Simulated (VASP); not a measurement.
A run of VASP 6.6.1:

File INCAR:

```
SYSTEM = WSe2
PREC = Accurate
ENCUT = 600
EDIFF = 1E-7
ISMEAR = 0
SIGMA = 0.02
LREAL = .FALSE.
LASPH = .TRUE.
NELM = 100
ALGO = Normal
ISIF = 3
LWAVE = .FALSE.
LCHARG = .FALSE.
GGA = PE
IBRION = 2
NSW = 100
EDIFFG = -0.005
```

File KPOINTS:

```
Automatic mesh
0
G
  12 12 2
  0 0 0
```

Contents of POSCAR:

```
WSe2
1.0
    3.3199329218      0.0000000000      0.0000000000
   -1.6599664609      2.8751462491      0.0000000000
    0.0000000000      0.0000000000     13.7371873000
W Se
2 4
Direct
    0.6666666700      0.3333333300      0.7500000000
    0.3333333300      0.6666666700      0.2500000000
    0.3333333300      0.6666666700      0.8710007900
    0.6666666700      0.3333333300      0.3710007900
    0.3333333300      0.6666666700      0.6289992100
    0.6666666700      0.3333333300      0.1289992100
```

Potentials or basis: VASP PAW PBE potentials, release 64 (W_sv, Se).

The run is started by

```console
$ cat potpaw_PBE.64/W_sv/POTCAR potpaw_PBE.64/Se/POTCAR > POTCAR
$ mpirun -np 1 vasp_std > vasp.out
```

Hardware: 1 thread of Intel(R) Xeon(R) Platinum 8488C (Sapphire Rapids), with other jobs on the host.

Q: Estimate the wall time of this run.

A: It took 46 min on 1 thread of Intel(R) Xeon(R) Platinum 8488C (Sapphire Rapids), on a shared host, peak memory 0.41 GiB. Counts: scf iterations 209, k points 38, ion steps 23.
